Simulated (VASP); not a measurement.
# ZnSe (P4/nmm) in VASP: a series of runs, part 2 of 2

VASP 6.6.1. The steps go on from the part before.

**4. Single point, r2SCAN**

The input, POSCAR:

```
ZnSe
1.0
    4.1077020000      0.0000000000      0.0000000000
    0.0000000000      4.1077020000      0.0000000000
    0.0000000000      0.0000000000      6.0703500000
Zn Se
2 2
Direct
    0.0000000000      0.0000000000      0.0000000000
    0.5000000000      0.5000000000      0.0000000000
    0.0000000000      0.5000000000      0.2462800000
    0.5000000000      0.0000000000      0.7537200000
```

The input, INCAR.step1:

```
ALGO = Normal ; EDIFF = 1E-4
ENCUT = 520 ; GGA = PE
ISMEAR = 0 ; LASPH = T
LCHARG = F ; LREAL = F
LWAVE = T ; NBANDS = 26
NELM = 100 ; PREC = Accurate
SIGMA = 0.01
```

The input, INCAR.step2:

```
ALGO = Normal ; EDIFF = 1E-7
ENCUT = 520 ; ISIF = 2
ISMEAR = 0 ; ISTART = 1
LASPH = T ; LCHARG = T
LELF = T ; LMIXTAU = T
LREAL = F ; LVHAR = T
LWAVE = F ; METAGGA = R2SCAN
NBANDS = 26 ; NELM = 100
PREC = Accurate ; SIGMA = 0.01
```

The input, KPOINTS:

```
k-points
0
Gamma
  6 6 4
```

Potentials or basis: VASP PAW PBE potentials, release 64 (Zn, Se).

Run with:

```sh
$ cat potpaw_PBE.64/Zn/POTCAR potpaw_PBE.64/Se/POTCAR > POTCAR
$ cp INCAR.step1 INCAR
$ mpirun -np 1 vasp_std > vasp.out
$ cp INCAR.step2 INCAR
$ mpirun -np 1 vasp_std > vasp.out
```

OUTCAR:

```text
EDIFF = 1E-7
   ENCUT = 520
   ISIF = 2
   ISMEAR = 0
   ISTART = 1
   LASPH = T
   LREAL = F
   METAGGA = R2SCAN
   NELM = 100
   PREC = Accurate

 ion  position               nearest neighbor table
   1  0.000  0.000  0.000-   3 2.54   4 2.54   3 2.54   4 2.54   2 2.90   2 2.90   2 2.90   2 2.90

   2  0.500  0.500  0.000-   3 2.54   4 2.54   4 2.54   3 2.54   1 2.90   1 2.90   1 2.90   1 2.90

   3  0.000  0.500  0.246-   1 2.54   2 2.54   1 2.54   2 2.54
   4  0.500  0.000  0.754-   1 2.54   2 2.54   2 2.54   1 2.54

  LATTYP: Found a simple tetragonal cell.
 ALAT       =     4.1077020000
 C/A-ratio  =     1.4777970749

  Lattice vectors:

 A1 = (   4.1077020000,   0.0000000000,   0.0000000000)
 A2 = (   0.0000000000,   4.1077020000,   0.0000000000)
 A3 = (   0.0000000000,   0.0000000000,   6.0703500000)

Analysis of symmetry for initial positions (statically):
=====================================================================
 Subroutine PRICEL returns:
[... 174 lines left out ...]
  free energy    TOTEN  =       -49.02461582 eV

  energy without entropy =      -49.02461582  energy(sigma->0) =      -49.02461582

 E-fermi :   0.3945     XC(G=0):  -9.2055

 val. band max:        0.3137710731   @ k =   0.0000   0.0000   0.0000
 cond. band min:       2.7275852196   @ k =   0.0000   0.0000   0.0000
 fundamental gap:      2.4138141465
 Fermi energy:         0.3944929786

 k-point     1 :       0.0000    0.0000    0.0000
  band No.  band energies     occupation
      1     -13.0169      2.00000
      2     -12.0649      2.00000
      3      -6.5593      2.00000
      4      -6.5429      2.00000
      5      -6.4927      2.00000
      6      -6.4927      2.00000
[... 685 lines left out ...]
     25       9.6865      0.00000
     26       9.6865      0.00000

 [... further k-points ...]

------------------------ aborting loop because EDIFF is reached ----------------------------------------

  FORCE on cell =-STRESS in cart. coord.  units (eV):
  Direction    XX          YY          ZZ          XY          YZ          ZX
  --------------------------------------------------------------------------------------
  -------------------------------------------------------------------------------------
  Total       -1.1970808     -1.1970808     -1.3466126      0.0000000      0.0000000      0.0000000
  in kB      -18.7250272    -18.7250272    -21.0640393      0.0000000      0.0000000      0.0000000
  external PRESSURE =     -19.5046979 kB  Pullay stress =       0.0000000 kB

 VOLUME and BASIS-vectors are now :
 -----------------------------------------------------------------------------
  energy-cutoff  :      520.00
  volume of cell :      102.43
      direct lattice vectors                 reciprocal lattice vectors
     4.107702000  0.000000000  0.000000000     0.243445118  0.000000000  0.000000000
     0.000000000  4.107702000  0.000000000     0.000000000  0.243445118  0.000000000
     0.000000000  0.000000000  6.070350000     0.000000000  0.000000000  0.164735147

 POSITION                                       TOTAL-FORCE (eV/Angst)
 -----------------------------------------------------------------------------------
      0.00000      0.00000      0.00000         0.000000     -0.000000      0.000000
      2.05385      2.05385      0.00000        -0.000000      0.000000      0.000000
      0.00000      2.05385      1.49501         0.000000      0.000000     -0.370109
      2.05385      0.00000      4.57534         0.000000     -0.000000      0.370109
 -----------------------------------------------------------------------------------
    total drift:                                0.000000     -0.000000     -0.000000

  FREE ENERGIE OF THE ION-ELECTRON SYSTEM (eV)
  ---------------------------------------------------
  free  energy   TOTEN  =       -49.0246158229 eV

  energy  without entropy=      -49.0246158229  energy(sigma->0) =      -49.02461582
```

OUTCAR.step1:

```text
EDIFF = 1E-4
   ENCUT = 520
   GGA = PE
   ISMEAR = 0
[... 930 lines left out ...]
      0.00000      0.00000      0.00000         0.000000     -0.000000      0.000000
      2.05385      2.05385      0.00000         0.000000      0.000000      0.000000
      0.00000      2.05385      1.49501         0.000000     -0.000000     -0.049560
      2.05385      0.00000      4.57534         0.000000      0.000000      0.049560
 -----------------------------------------------------------------------------------
    total drift:                                0.000000     -0.000000     -0.000000

  FREE ENERGIE OF THE ION-ELECTRON SYSTEM (eV)
  ---------------------------------------------------
  free  energy   TOTEN  =       -11.4257826207 eV

  energy  without entropy=      -11.4257826207  energy(sigma->0) =      -11.42578262
```

Wall time 3.2 min (1 thread of AMD EPYC 9R45 (Zen 5), shared host); peak memory 0.23 GiB.

What came out:

| Item | Value |
| --- | --- |
| Free energy | -49.0246 eV |
| Pressure | -2.0 GPa |
| Largest force | 0.370 eV/Å |
| Band gap on the k mesh | 2.41 eV |

Forces on the atoms (eV/Å):
```
Zn   0.000  0.000  0.000
Zn   0.000  0.000  0.000
Se   0.000  0.000 -0.370
Se   0.000  0.000  0.370
```

Caveat: the PAW data sets were made with another functional, which shifts forces and pressure a little. A k mesh can miss the band edges.

**5. Overview**

```tsv
k mesh	gap on the mesh (eV)	pressure (GPa)	largest force (eV/Å)
4 × 4 × 2	2.41	-1.8	0.38
4 × 4 × 4	2.41	-1.8	0.37
6 × 6 × 4	2.41	-2.0	0.37
```

Alike in all rows: task single point; level r2SCAN; potentials or basis VASP PAW PBE potentials, release 64 (Zn, Se); no spin polarisation; cell as given; cutoff (eV) 520; smearing gaussian 0.01 eV.

Caveats: some runs use coarse meshes; the PAW data sets were made with another functional, which shifts forces and pressure a little.

Absolute energies hang on the potentials; compare differences alone.
